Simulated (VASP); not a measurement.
Input of a VASP 6.6.1 run:

POSCAR

```
LiBr
1.0
    0.0000000000      2.7395650427      2.7395650427
    2.7395650427      0.0000000000      2.7395650427
    2.7395650427      2.7395650427      0.0000000000
Li Br
1 1
Direct
    0.0000000000      0.0000000000      0.0000000000
    0.5000000000      0.5000000000      0.5000000000
```

File INCAR.step1:

```
PREC = Accurate ; ENCUT = 830
ISMEAR = 0 ; SIGMA = 0.01
LREAL = F ; LASPH = T
NELM = 120 ; NBANDS = 12
GGA = PE ; ALGO = Normal
EDIFF = 1E-5 ; LWAVE = T
LCHARG = F ; GGA_COMPAT = F
```

File INCAR.step2:

```
PREC = Accurate ; ENCUT = 830
EDIFF = 1E-6 ; ISMEAR = 0
SIGMA = 0.01 ; LREAL = F
LASPH = T ; NELM = 120
ALGO = Normal ; ISIF = 2
LWAVE = F ; LCHARG = F
METAGGA = R2SCAN ; LMIXTAU = T
NBANDS = 12 ; ISTART = 1
GGA_COMPAT = F
```

The input KPOINTS:

```
Automatic mesh
0
Gamma
  6 6 6
```

Potentials or basis: VASP PAW PBE potentials, release 64 (Li_sv, Br).

Run with:

```console
$ cat potpaw_PBE.64/Li_sv/POTCAR potpaw_PBE.64/Br/POTCAR > POTCAR
$ cp INCAR.step1 INCAR
$ mpirun -np 1 vasp_std > vasp.out
$ cp INCAR.step2 INCAR
$ mpirun -np 1 vasp_std > vasp.out
```

Q: Predict the pressure.

A: -0.4 GPa.

Q: Estimate the band gap on the k mesh.

A: 5.93 eV.

Caveat: the PAW data sets were made with another functional, which shifts forces and pressure a little. A k mesh can miss the band edges.
